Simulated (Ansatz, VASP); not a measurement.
## CsPbCl3 in VASP and in Ansatz

File INCAR:

```
SYSTEM = CsPbCl3
PREC = Accurate
ENCUT = 520
EDIFF = 1E-6
ISMEAR = 0
SIGMA = 0.02
LREAL = .FALSE.
LASPH = .TRUE.
NELM = 100
ALGO = Normal
ISIF = 2
LWAVE = .FALSE.
LCHARG = .TRUE.
GGA = PE
LELF = .TRUE.
LVHAR = .TRUE.
NBANDS = 30
```

Contents of KPOINTS:

```
regular mesh
0
G
  6 6 6
  0 0 0
```

Contents of POSCAR:

```
CsPbCl3
1.0
    5.7352733711      0.0000000000      0.0000000000
    0.0000000000      5.7352733711      0.0000000000
    0.0000000000      0.0000000000      5.7352733711
Cs Pb Cl
1 1 3
Direct
    0.0000000000      0.0000000000      0.0000000000
    0.5000000000      0.5000000000      0.5000000000
    0.5000000000      0.5000000000      0.0000000000
    0.0000000000      0.5000000000      0.5000000000
    0.5000000000      0.0000000000      0.5000000000
```

Input for Ansatz:

```yaml
crystal:
  lattice:
    - [5.7352733711, 0.0, 0.0]
    - [0.0, 5.7352733711, 0.0]
    - [0.0, 0.0, 5.7352733711]
  atoms:
    - { symbol: Cs, position: [0.0, 0.0, 0.0] }
    - { symbol: Pb, position: [0.5, 0.5, 0.5] }
    - { symbol: Cl, position: [0.5, 0.5, 0.0] }
    - { symbol: Cl, position: [0.0, 0.5, 0.5] }
    - { symbol: Cl, position: [0.5, 0.0, 0.5] }
basis:
  ecutwfc: 420
kpoints:
  mp_grid: { grid: [6, 6, 6] }
  band_path:
    path:
      - [[0.0, 0.0, 0.0], [0.0, 0.5, 0.0], [0.5, 0.5, 0.0], [0.0, 0.0, 0.0], [0.5, 0.5, 0.5], [0.0, 0.5, 0.0]]
      - [[0.5, 0.5, 0.5], [0.5, 0.5, 0.0]]
    npoints: 14
hamiltonian:
  xc: pbe
scf:
  occupations: { method: gaussian, width: 0.02 }
  n_extra_bands: 12
output:
  forces: true
  stress: true
  eigenvalues: true
  populations: true
  dos: { projected: true, de: 0.02, nscf_kmesh: { grid: [9, 9, 9] } }
  bader: true
  write_density: true
  write_potential: true
  elf: true
  volumetric_format: npy
```

Alike in both runs: task single point; functional PBE; k mesh 6 × 6 × 6; occupations gaussian, width 0.02 eV; no spin polarisation.

|  | VASP | Ansatz |
| --- | --- | --- |
| version | VASP 6.6.1 | Ansatz 0.2.0 |
| potentials or method | VASP PAW PBE potentials, release 64 (Cs_sv, Pb_d, Cl), cutoff 520 eV | scalar-relativistic, plane waves, PAW |
| valence electrons in the cell | 44 | 44 |

|  | VASP | Ansatz | Ansatz less VASP |
| --- | --- | --- | --- |
| gap on the k mesh at the Fermi level (eV) | 2.22 | 2.21 | -0.008 |
| least direct gap on the mesh (eV) | 2.22 | 2.21 | -0.008 |
| pressure (GPa) | 0.0 | 0.0 | +0.05 |

The functional is the same, so the differences come from potentials, cutoffs and numerics.

Neither program's run includes spin-orbit coupling.
